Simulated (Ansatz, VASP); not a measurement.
# One calculation of Mg, two programs

```
Mg
1.0
    -3.30916    3.30916    2.93574
     3.30916   -3.30916    2.93574
     3.30916    3.30916   -2.93574
Mg
4
Direct
  0.16710 0.66710 0.83420
  0.83290 0.33290 0.16580
  0.66710 0.83290 0.50000
  0.33290 0.16710 0.50000
```

Alike in both runs: task single point; functional PBEsol; k mesh 4 × 4 × 4; occupations gaussian, width 0.1 eV; no spin polarisation.

|  | VASP | Ansatz |
| --- | --- | --- |
| version | VASP 6.6.1 | Ansatz 0.2.0 |
| potentials or method | VASP PAW PBE potentials, release 64 (Mg), cutoff 520 eV | scalar-relativistic, plane waves, PAW |
| valence electrons in the cell | 8 | 40 |

VASP gave:

- gap on the k mesh at the Fermi level (eV): none
- pressure (GPa): -5.1
- rms of the force components (eV/Å): 0.017

Question: Which values does Ansatz return?

Answer: gap on the k mesh at the Fermi level (eV): none; pressure (GPa): -5.0; rms of the force components (eV/Å): 0.018.

VASP's potentials were made for PBE, not for PBEsol. Atom by atom the forces differ by 0.001 eV/Å (rms over components). A gap of «none» marks a metal or a gap that the smearing closes. The functional is the same, so the differences come from potentials, cutoffs and numerics. VASP's potentials hold 8 valence electrons a cell and Ansatz's 40, so a difference there can come from the potentials and not from the codes.
